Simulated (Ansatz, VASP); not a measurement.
Au in VASP and in Ansatz

File INCAR:

```
PREC = Accurate ; ENCUT = 520
EDIFF = 1E-6 ; ISMEAR = 0
SIGMA = 0.05 ; LREAL = False
LASPH = True ; NELM = 60
ALGO = Normal ; ISIF = 2
LWAVE = False ; LCHARG = False
GGA = PS ; NBANDS = 12
```

KPOINTS

```
Automatic mesh
0
Gamma
  18 18 18
```

POSCAR

```
Au
1.0
    0.0000000000      2.0400000000      2.0400000000
    2.0400000000      0.0000000000      2.0400000000
    2.0400000000      2.0400000000      0.0000000000
Au
1
Direct
    0.0000000000      0.0000000000      0.0000000000
```

Input for Ansatz:

```yaml
crystal:
  lattice:
    - [0.0, 2.04, 2.04]
    - [2.04, 0.0, 2.04]
    - [2.04, 2.04, 0.0]
  atoms:
    - { symbol: Au, position: [0.0, 0.0, 0.0] }
basis:
  ecutwfc: 420
  ecutrho_ratio: 4
kpoints:
  mp_grid: { grid: [18, 18, 18] }
hamiltonian:
  xc: pbesol
scf:
  occupations: { method: gaussian, width: 0.05 }
output:
  forces: true
  stress: true
  eigenvalues: true
```

Alike in both runs: task single point; functional PBEsol; k mesh 18 × 18 × 18; occupations gaussian, width 0.05 eV; no spin polarisation.

|  | VASP | Ansatz |
| --- | --- | --- |
| version | VASP 6.6.1 | Ansatz 0.2.0 |
| potentials or method | VASP PAW PBE potentials, release 64 (Au), cutoff 520 eV | scalar-relativistic, plane waves, PAW |
| valence electrons in the cell | 11 | 19 |

```tsv
	VASP	Ansatz	Ansatz less VASP
pressure (GPa)	0.2	0.5	+0.29
```

VASP's potentials were made for PBE, not for PBEsol. VASP's potentials hold 11 valence electrons a cell and Ansatz's 19, so a difference there can come from the potentials and not from the codes.

Spin-orbit coupling is off throughout.
